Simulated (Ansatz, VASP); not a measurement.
# One calculation of HfO2, two programs

INCAR

```
SYSTEM = HfO2
PREC = Accurate
ENCUT = 520
EDIFF = 1E-7
ISMEAR = 0
SIGMA = 0.05
LREAL = .False.
LASPH = .True.
NELM = 80
ALGO = Normal
ISIF = 2
LWAVE = .False.
LCHARG = .False.
GGA = PE
NBANDS = 31
```

The input KPOINTS:

```
Automatic mesh
0
Gamma
  6 6 4
  0 0 0
```

POSCAR

```
HfO2
1.0
    3.6043047840      0.0000000000      0.0000000000
    0.0000000000      3.6043047840      0.0000000000
    0.0000000000      0.0000000000      5.2639672632
Hf O
2 4
Direct
    0.5000000000      0.5000000000      0.5000000000
    0.0000000000      0.0000000000      0.0000000000
    0.0386577331      0.5000000000      0.7081934706
    0.5000000000      0.0000000000      0.8067479052
    0.5000000000      0.0000000000      0.3067479052
    0.0000000000      0.5000000000      0.1932520948
```

Input for Ansatz:

```yaml
crystal:
  lattice:
    - [3.604304784, 0.0, 0.0]
    - [0.0, 3.604304784, 0.0]
    - [0.0, 0.0, 5.2639672632]
  atoms:
    - { symbol: Hf, position: [0.5, 0.5, 0.5] }
    - { symbol: Hf, position: [0.0, 0.0, 0.0] }
    - { symbol: O, position: [0.0386577331, 0.5, 0.7081934706] }
    - { symbol: O, position: [0.5, 0.0, 0.8067479052] }
    - { symbol: O, position: [0.5, 0.0, 0.3067479052] }
    - { symbol: O, position: [0.0, 0.5, 0.1932520948] }
basis:
  ecutwfc: 420
kpoints:
  mp_grid: { grid: [6, 6, 4] }
hamiltonian:
  xc: pbe
scf:
  occupations: { method: gaussian, width: 0.05 }
output:
  forces: true
  stress: true
  eigenvalues: true
```

Alike in both runs: task single point; functional PBE; k mesh 6 × 6 × 4; occupations gaussian, width 0.05 eV; no spin polarisation.

|  | VASP | Ansatz |
| --- | --- | --- |
| version | VASP 6.6.1 | Ansatz 0.2.0 |
| potentials or method | VASP PAW PBE potentials, release 64 (Hf_pv, O), cutoff 520 eV | scalar-relativistic, plane waves, PAW |
| valence electrons in the cell | 44 | 76 |

|  | VASP | Ansatz | Ansatz less VASP |
| --- | --- | --- | --- |
| gap on the k mesh at the Fermi level (eV) | 4.56 | 4.58 | +0.023 |
| least direct gap on the mesh (eV) | 4.62 | 4.64 | +0.016 |
| pressure (GPa) | -2.8 | 0.4 | +3.13 |
| traceless stress, the component that is largest in VASP (GPa) | -2.41 | -2.57 | -0.162 |
| rms of the force components (eV/Å) | 0.625 | 0.633 | +0.0079 |

Atom by atom the forces differ by 0.025 eV/Å (rms over components). VASP's potentials hold 44 valence electrons a cell and Ansatz's 76, so a difference there can come from the potentials and not from the codes.

Spin-orbit coupling is off throughout.
